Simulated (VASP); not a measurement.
CrO2, 6 atoms in the cell. The structure is tetragonal, space group P-42_1m (No. 113). Conventional cell: a = 4.471 Å, b = 4.471 Å, c = 2.995 Å, α = 90.00°, β = 90.00°, γ = 90.00°. Within 2.5 Å of Cr (site symmetry 2mm) lie 6 O at 1.89 to 1.99 Å. Within 2.6 Å of O (site symmetry m) lie 3 Cr at 1.89 to 1.99 Å and 1 O at 2.55 Å. 

| Item | Value |
| --- | --- |
| Program | VASP 6.6.1 |
| Task | single point |
| Functional | PBEsol |
| Potentials or basis | VASP PAW PBE potentials, release 64 (Cr_pv, O) |
| Cutoff | 600 eV |
| k mesh | 4 × 4 × 6, shifted |
| Occupations | fermi-dirac, width 0.025 eV |
| Spin | collinear spin, ferromagnetic start |
| Starting moments | [3.0, 3.0, 0.0, 0.0, 0.0, 0.0] μB |
| Dipole correction | no |
| Further INCAR settings | ALGO = Normal; EDIFF = 1e-06; NBANDS = 37 |

Potentials or basis: VASP PAW PBE potentials, release 64 (Cr_pv, O).

Command:

```console
$ cat potpaw_PBE.64/Cr_pv/POTCAR potpaw_PBE.64/O/POTCAR > POTCAR
$ mpirun -np 1 vasp_std > vasp.out
```

Hardware: 1 thread of Intel Xeon 8259CL, on a shared host.

Task: How long does it take, and how much memory?

Result: Wall time 92 s on 1 thread of Intel Xeon 8259CL, with other jobs on the host, peak memory 0.21 GiB. Counts: scf iterations 18, k points 9.
